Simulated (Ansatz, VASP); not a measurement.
## TiO2 in VASP and in Ansatz

```
Ti O
1.0
     2.72778   -2.72786   -0.02035
     2.72778    2.72786   -0.02035
    -2.69078    0.00000    4.96174
Ti O
2 4
Cartesian
  2.0551 2.0459 1.2201
  0.7097 -2.0459 3.7010
  -0.6579 -0.6819 3.2080
  3.4227 0.6819 1.7130
  2.0773 -0.6819 4.1939
  0.6875 0.6819 0.7271
```

Alike in both runs: task single point; functional PBE; k mesh 6 × 6 × 6; occupations gaussian, width 0.05 eV; no spin polarisation; Hubbard terms Ti d U = 4.0 eV.

|  | VASP | Ansatz |
| --- | --- | --- |
| version | VASP 6.6.1 | Ansatz 0.2.0 |
| potentials or method | VASP PAW PBE potentials, release 64 (Ti_sv, O), cutoff 520 eV | scalar-relativistic, plane waves, PAW |
| valence electrons in the cell | 48 | 48 |

|  | VASP | Ansatz | Ansatz less VASP |
| --- | --- | --- | --- |
| gap on the k mesh at the Fermi level (eV) | 2.71 | 2.71 | -0.006 |
| least direct gap on the mesh (eV) | 2.92 | 2.89 | -0.025 |
| pressure (GPa) | 1.2 | -2.6 | -3.84 |
| traceless stress, the component that is largest in VASP (GPa) | 5.41 | 5.26 | -0.155 |
| rms of the force components (eV/Å) | 0.454 | 0.365 | -0.0888 |

The programs project onto different local orbitals, so the same U acts differently, and such runs can settle in different states. Atom by atom the forces differ by 0.089 eV/Å (rms over components).
